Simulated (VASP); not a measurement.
Li2CaO2, 5 atoms in the cell. Symmetry: P6/mmm, No. 191, hexagonal system. The conventional cell has a = 3.975 Å, b = 3.975 Å, c = 9.400 Å, α = 90.00°, β = 90.00°, γ = 120.00°. Within 3.6 Å of Li (site symmetry 6mm) lie 1 Li at 2.75 Å and 1 Ca at 3.33 Å. Within 3.0 Å of Ca (site symmetry 6/mmm) lie 6 O at 2.29 Å. O (site symmetry -6m2) has 3 O at 2.29 Å and 3 Ca at 2.29 Å within 3.0 Å. 

```yaml
Program: VASP 6.6.1
Task: single point
Functional: PBE
Potentials_or_basis: VASP PAW PBE potentials, release 64 (Li_sv, Ca_sv, O)
Cutoff: 520 eV
k_mesh: 6 × 6 × 2
Occupations: gaussian, width 0.1 eV
Spin: collinear spin, ferromagnetic start
Starting_moments: "[0.0, 0.0, 0.0, 1.0, 1.0] μB"
Dipole_correction: no
Further_INCAR_settings: ALGO = Normal; EDIFF = 1e-06; NBANDS = 26
```

Potentials or basis: VASP PAW PBE potentials, release 64 (Li_sv, Ca_sv, O).

Run with:

```bash
$ cat potpaw_PBE.64/Li_sv/POTCAR potpaw_PBE.64/Ca_sv/POTCAR potpaw_PBE.64/O/POTCAR > POTCAR
$ mpirun -np 1 vasp_std > vasp.out
```

Hardware: 1 thread of Oxide Virtual Turin-like Processor, on a shared host.

Question: How long does it take, and how much memory?

Answer: It took 6.5 min on 1 thread of Oxide Virtual Turin-like Processor (shared host), peak memory 0.29 GiB. Counts: scf iterations 32, k points 14.
